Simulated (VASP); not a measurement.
Input of a VASP 6.6.1 run:

The input POSCAR:

```
ZrS2
1.0
    3.6743613682      0.0000000000      0.0000000000
   -1.8371806841      3.1820902876      0.0000000000
    0.0000000000      0.0000000000      5.8571357017
Zr S
1 2
Direct
    0.0000000000      0.0000000000      0.0000000000
    0.6666666667      0.3333333333      0.7537647210
    0.3333333333      0.6666666667      0.2462352790
```

Contents of INCAR.step1:

```
ALGO = Normal ; EDIFF = 1E-5
ENCUT = 400 ; GGA = PE
GGA_COMPAT = False ; ISIF = 2
ISMEAR = 0 ; LASPH = True
LCHARG = False ; LREAL = False
LWAVE = True ; NBANDS = 19
NELM = 120 ; PREC = Accurate
SIGMA = 0.01
```

File INCAR.step2:

```
AEXX = 1.0 ; AGGAC = 0.0
ALDAC = 0.0 ; ALGO = Normal
EDIFF = 1E-6 ; ENCUT = 400
GGA = PE ; GGA_COMPAT = False
ISIF = 2 ; ISMEAR = 0
ISTART = 1 ; LASPH = True
LCHARG = False ; LHFCALC = True
LREAL = False ; LWAVE = False
NBANDS = 19 ; NELM = 120
PREC = Accurate ; PRECFOCK = Normal
SIGMA = 0.01
```

KPOINTS

```
k-points
0
Gamma
  6 6 4
```

Potentials or basis: VASP PAW PBE potentials, release 64 (Zr_sv, S).

Command:

```console
$ cat potpaw_PBE.64/Zr_sv/POTCAR potpaw_PBE.64/S/POTCAR > POTCAR
$ cp INCAR.step1 INCAR
$ mpirun -np 1 vasp_std > vasp.out
$ cp INCAR.step2 INCAR
$ mpirun -np 1 vasp_std > vasp.out
```

Q: Estimate the largest force.

A: 0.013 eV/Å.

Q: Predict the band gap on the k mesh.

A: 7.77 eV (least direct gap 8.84 eV).

Q: Predict the pressure.

A: 7.3 GPa.

Stress tensor (GPa, compression positive):
```
8.33 0.00 0.00
0.00 8.33 0.00
0.00 0.00 5.11
```

Caveat: the cell stands under pressure; the PAW data sets were made with another functional, which shifts forces and pressure a little. A k mesh can miss the band edges.
